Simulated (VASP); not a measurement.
# Nb (Im-3m) in VASP: notebook

Nb is run at these levels: LDA; tasks: single point, relaxation of cell and atoms.

All numbers are computed with VASP 6.6.1; they aren't measurements. Logs are shortened: lines on timing, memory, paths and dates and some standing lists are left out, and cuts for length are marked.

**1. The cell of the first run**

It takes space group Im-3m (No. 229, cubic). The conventional cell has a = 3.248 Å, b = 3.248 Å, c = 3.248 Å, α = 90.00°, β = 90.00°, γ = 90.00°. Within 3.7 Å of Nb (site symmetry m-3m) lie 14 Nb at 2.81 to 3.25 Å.

**2. Single point, LDA**

File INCAR:

```
PREC = Accurate
ENCUT = 520
EDIFF = 1E-6
ISMEAR = -1
SIGMA = 0.08
LREAL = F
LASPH = T
NELM = 80
ALGO = Normal
ISIF = 2
LWAVE = F
LCHARG = F
NBANDS = 12
```

File KPOINTS:

```
Automatic mesh
0
Gamma
  18 18 18
```

File POSCAR:

```
Nb
1.0
   -1.6242157465      1.6242157465      1.6242157465
    1.6242157465     -1.6242157465      1.6242157465
    1.6242157465      1.6242157465     -1.6242157465
Nb
1
Direct
    0.0000000000      0.0000000000      0.0000000000
```

Potentials or basis: VASP PAW LDA potentials, release 64 (Nb_sv).

Command:

```
$ cat potpaw_LDA.64/Nb_sv/POTCAR > POTCAR
$ mpirun -np 1 vasp_std > vasp.out
```

OUTCAR:

```text
PREC = Accurate
   ENCUT = 520
   EDIFF = 1E-6
   ISMEAR = -1
   LREAL = F
   LASPH = T
   NELM = 80
   ISIF = 2

 ion  position               nearest neighbor table
   1  0.000  0.000  0.000-

  LATTYP: Found a body centered cubic cell.
 ALAT       =     3.2484314930

  Lattice vectors:

 A1 = (  -1.6242157465,   1.6242157465,   1.6242157465)
 A2 = (   1.6242157465,  -1.6242157465,   1.6242157465)
 A3 = (   1.6242157465,   1.6242157465,  -1.6242157465)

Analysis of symmetry for initial positions (statically):
=====================================================================
 Subroutine PRICEL returns:
 Original cell was already a primitive cell.

 Routine SETGRP: Setting up the symmetry group for a
 body centered cubic supercell.

 Subroutine GETGRP returns: Found 48 space group operations
 (whereof 48 operations were pure point group operations)
 out of a pool of 48 trial point group operations.

The static configuration has the point symmetry O_h .

Analysis of symmetry for dynamics (positions and initial velocities):
=====================================================================
 Subroutine PRICEL returns:
 Original cell was already a primitive cell.

 Routine SETGRP: Setting up the symmetry group for a
 body centered cubic supercell.

 Subroutine GETGRP returns: Found 48 space group operations
 (whereof 48 operations were pure point group operations)
 out of a pool of 48 trial point group operations.

The dynamic configuration has the point symmetry O_h .

 Subroutine INISYM returns: Found 48 space group operations
 (whereof 48 operations are pure point group operations),
 and found     1 'primitive' translations

----------------------------------------------------------------------------------------

                                     Primitive cell

  volume of cell :      17.1392

  direct lattice vectors                    reciprocal lattice vectors
    -1.624215747  1.624215747  1.624215747     0.000000000  0.307840877  0.307840877
     1.624215747 -1.624215747  1.624215747     0.307840877  0.000000000  0.307840877
     1.624215747  1.624215747 -1.624215747     0.307840877  0.307840877  0.000000000

  length of vectors
     2.813224195  2.813224195  2.813224195     0.435352743  0.435352743  0.435352743

  position of ions in fractional coordinates (direct lattice)
     0.000000000  0.000000000  0.000000000

  ion indices of the primitive-cell ions
   primitive index   ion index
                 1           1

----------------------------------------------------------------------------------------

 KPOINTS: Automatic mesh

Automatic generation of k-mesh.
 Grid dimensions read from file:
 generate k-points for:   18   18   18

 Generating k-lattice:

  Cartesian coordinates                     Fractional coordinates (reciprocal lattice)
     0.000000000  0.017102271  0.017102271     0.055555556  0.000000000  0.000000000
     0.017102271  0.000000000  0.017102271     0.000000000  0.055555556  0.000000000
     0.017102271  0.017102271  0.000000000     0.000000000  0.000000000  0.055555556

  Length of vectors
     0.024186264  0.024186264  0.024186264

  Shift w.r.t. Gamma in fractional coordinates (k-lattice)
     0.000000000  0.000000000  0.000000000

 Subroutine IBZKPT returns following result:
 ===========================================

 Found    195 irreducible k-points:

 Following reciprocal coordinates:
            Coordinates               Weight
  0.000000  0.000000  0.000000      1.000000
  0.055556  0.000000  0.000000     12.000000
  0.111111  0.000000  0.000000     12.000000
  0.166667  0.000000  0.000000     12.000000
  0.222222  0.000000  0.000000     12.000000
  0.277778  0.000000  0.000000     12.000000
[... 16 lines left out ...]
  0.333333  0.111111  0.000000     48.000000
  0.388889  0.111111 -0.000000     48.000000
 [... further k-points ...]
   k-points           NKPTS =    195   k-points in BZ     NKDIM =    195   number of bands    NBANDS=     12
   number of dos      NEDOS =    301   number of ions     NIONS =      1
   total plane-waves  NPLWV =  13824
   dimension x,y,z NGX =    24 NGY =   24 NGZ =   24
   dimension x,y,z NGXF=    48 NGYF=   48 NGZF=   48
   ions per type =               1
   NGX,Y,Z   is equivalent  to a cutoff of  14.18, 14.18, 14.18 a.u.
   NGXF,Y,Z  is equivalent  to a cutoff of  28.37, 28.37, 28.37 a.u.
 SYSTEM =  unknown system
   PREC   = accura    normal or accurate (medium, high low for compatibility)
   ISTART =      0    job   : 0-new  1-cont  2-samecut
   ICHARG =      2    charge: 1-file 2-atom 10-const
   ISPIN  =      1    spin polarized calculation?
   LNONCOLLINEAR =      F non collinear calculations
   LSORBIT =      F    spin-orbit coupling
   LASPH  =      T    aspherical Exc in radial PAW
   ENCUT  =  520.0 eV  38.22 Ry    6.18 a.u.   5.23  5.23  5.23*2*pi/ulx,y,z
   NELM   =     80;   NELMIN=  2; NELMDL= -5     # of ELM steps
   EDIFF  = 0.1E-05   stopping-criterion for ELM
   LREAL  =      F    real-space projection
   EDIFFG = 0.1E-04   stopping-criterion for IOM
   NSW    =      0    number of steps for IOM
   IBRION =     -1    ionic relax: 0-MD 1-quasi-New 2-CG
   NFREE  =      0    steps in history (QN), initial steepest desc. (CG)
   ISIF   =      2    stress and relaxation
   ISYM   =      2    0-nonsym 1-usesym 2-fastsym
   POTIM  = 0.5000    time-step for ionic-motion
   TEBEG  =    0.0;   TEEND  =   0.0 temperature during run
   PSTRESS=    0.0 pullay stress
   NELECT =      13.0000    total number of electrons
   NUPDOWN=      -1.0000    fix difference up-down
   EMIN   =  10.00;   EMAX   =-10.00  energy-range for DOS
   EFERMI =   0.00;   METHOD = LEGACY
   ISMEAR =    -1;   SIGMA  =   0.08  broadening in eV -4-tet -1-fermi 0-gaus
   EFERMI_NEDOS =   21; number of points for ismear=-14 and -15
   IALGO  =     38    algorithm
   IMIX   =      4    mixing-type and parameters
     AMIX     =   0.40;   BMIX     =  1.00
     AMIX_MAG =   1.60;   BMIX_MAG =  1.00
  volume/ion in A,a.u.               =      17.14       115.66
  Fermi-wavevector in a.u.,A,eV,Ry     =   1.492997  2.821355 30.327926  2.229040
  Thomas-Fermi vector in A             =   2.605454
   LORBIT       =      0    0 simple, 1 ext, 2 COOP (PROOUT), +10 PAW based schemes
   GGA     = CA    functional components
   LHFCALC =     F    Hartree Fock is set to
   AEXX    =    0.0000 exact exchange contribution
   IVDW    =     0    specifies the selected vdW correction
   LEPSILON=     F    determine dielectric tensor
   LRPA    =     F    only Hartree local field effects (RPA)
 non-spin polarized calculation
  energy-cutoff  :      520.00
  volume of cell :       17.14
 maximum number of plane-waves:       474
 NGX is ok and might be reduce to    24
   NGX = 11   NGY = 11   NGZ = 11

 number of electron      13.0000001 magnetization

 Free energy of the ion-electron system (eV)
  ---------------------------------------------------
  ext. energy  EPLUGINS =         0.00000000
  ---------------------------------------------------
  free energy    TOTEN  =       -11.27092599 eV

  energy without entropy =      -11.23988555  energy(sigma->0) =      -11.25540577

 E-fermi :  11.7084     XC(G=0): -12.9722

 val. band max:       11.7028502382   @ k =   0.1111   0.0000   0.0000
 cond. band min:      11.7242924744   @ k =  -0.2778   0.2778   0.1667
 fundamental gap:      0.0214422361
 Fermi energy:        11.7084444622

 k-point     1 :       0.0000    0.0000    0.0000
  band No.  band energies     occupation
      1     -42.3101      2.00000
      2     -17.6416      2.00000
      3     -17.6416      2.00000
      4     -17.6416      2.00000
      5       5.6944      2.00000
      6      12.0236      0.03819
      7      12.0236      0.03819
      8      12.0236      0.03819
      9      15.0947      0.00000
     10      15.0947      0.00000
     11      26.0733      0.00000
     12      26.0733      0.00000

 k-point     2 :       0.0556    0.0000    0.0000
  band No.  band energies     occupation
      1     -42.3011      2.00000
      2     -17.6943      2.00000
      3     -17.6574      2.00000
      4     -17.6421      2.00000
      5       5.8308      2.00000
      6      11.9382      0.10710
      7      12.0046      0.04815
      8      12.1546      0.00754
      9      14.9583      0.00000
     10      15.0942      0.00000
     11      26.1900      0.00000
     12      26.3089      0.00000

 k-point     3 :       0.1111    0.0000    0.0000
  band No.  band energies     occupation
      1     -42.2752      2.00000
      2     -17.8446      2.00000
      3     -17.7026      2.00000
      4     -17.6435      2.00000
      5       6.2198      2.00000
      6      11.7029      1.03495
      7      11.9238      0.12694
      8      12.5425      0.00006
      9      14.6697      0.00000
     10      15.0996      0.00000
     11      26.4824      0.00000
     12      26.9898      0.00000
[... 286 lines left out ...]
 k-point    23 :       0.3333    0.1111    0.0000
  band No.  band energies     occupation
      1     -42.0292      2.00000
      2     -19.0374      2.00000
      3     -18.1390      2.00000
      4     -17.7257      2.00000
      5       8.2975      2.00000
      6      10.1479      2.00000
      7      12.3685      0.00052
      8      14.8781      0.00000
      9      15.9551      0.00000
     10      17.9865      0.00000
     11      24.6717      0.00000
     12      25.6793      0.00000

 k-point    24 :       0.3889    0.1111   -0.0000
  band No.  band energies     occupation
      1     -42.0034      2.00000
      2     -19.1476      2.00000
      3     -18.1912      2.00000
      4     -17.7284      2.00000
      5       8.1774      2.00000
      6      10.0194      2.00000
      7      12.9983      0.00000
      8      15.0034      0.00000
      9      16.1795      0.00000
     10      18.8856      0.00000
     11      24.1426      0.00000
     12      24.7269      0.00000

 [... further k-points ...]
[... 5 lines left out ...]
  --------------------------------------------------------------------------------------
  -------------------------------------------------------------------------------------
  Total       -0.0171675     -0.0171675     -0.0171675      0.0000000      0.0000000     -0.0000000
  in kB       -1.6048212     -1.6048212     -1.6048212      0.0000000      0.0000000     -0.0000000
  external PRESSURE =      -1.6048212 kB  Pullay stress =       0.0000000 kB

 VOLUME and BASIS-vectors are now :
 -----------------------------------------------------------------------------
  energy-cutoff  :      520.00
  volume of cell :       17.14
      direct lattice vectors                 reciprocal lattice vectors
    -1.624215747  1.624215747  1.624215747     0.000000000  0.307840877  0.307840877
     1.624215747 -1.624215747  1.624215747     0.307840877  0.000000000  0.307840877
     1.624215747  1.624215747 -1.624215747     0.307840877  0.307840877  0.000000000

 POSITION                                       TOTAL-FORCE (eV/Angst)
 -----------------------------------------------------------------------------------
      0.00000      0.00000      0.00000         0.000000     -0.000000      0.000000
 -----------------------------------------------------------------------------------
    total drift:                               -0.000000      0.000000      0.000000

  FREE ENERGIE OF THE ION-ELECTRON SYSTEM (eV)
  ---------------------------------------------------
  free  energy   TOTEN  =       -11.2709259864 eV

  energy  without entropy=      -11.2398855547  energy(sigma->0) =      -11.25540577
```

Wall time 22 s (1 thread of AMD EPYC 9R45 (Zen 5), shared host); peak memory 0.13 GiB.

Results:

| Item | Value |
| --- | --- |
| Free energy | -11.2709 eV |
| Pressure | -0.2 GPa |

(Part 1 of 3 ends here.)
